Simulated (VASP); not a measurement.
A run of VASP 6.6.1:

INCAR

```
  ALGO = Normal
  EDIFF = 1E-6
  ENCUT = 520
  GGA = PE
  ISIF = 2
  ISMEAR = 0
  LASPH = True
  LCHARG = True
  LELF = True
  LREAL = False
  LVHAR = True
  LWAVE = False
  NBANDS = 39
  NELM = 60
  PREC = Accurate
  SIGMA = 0.15
```

The input KPOINTS:

```
k-points
0
Gamma
  3 3 2
```

File POSCAR:

```
Bi2Te2O3
1.0
    4.8285631699      0.0000000000      0.0000000000
   -2.4142815849      4.1816583689      0.0000000000
    0.0000000000      0.0000000000      7.7686397732
Bi Te O
2 2 3
Direct
    0.0000000000      0.0000000000      0.3250962302
    0.0000000000      0.0000000000      0.6749037698
    0.3333333333      0.6666666667      0.0000000000
    0.6666666667      0.3333333333      0.0000000000
    0.5000000000      0.0000000000      0.5000000000
    0.0000000000      0.5000000000      0.5000000000
    0.5000000000      0.5000000000      0.5000000000
```

Potentials or basis: VASP PAW PBE potentials, release 64 (Bi_d, Te, O).

The run is started by

```console
$ cat potpaw_PBE.64/Bi_d/POTCAR potpaw_PBE.64/Te/POTCAR potpaw_PBE.64/O/POTCAR > POTCAR
$ mpirun -np 1 vasp_std > vasp.out
```

Hardware: 1 thread of AMD EPYC 7R43 64-Core Processor (Zen 3), with other jobs on the host.

Estimate the wall time of this run.

It took 64 s on 1 thread of AMD EPYC 7R43 64-Core Processor (Zen 3), on a shared host, peak memory 0.23 GiB. Counts: scf iterations 17, k points 6.
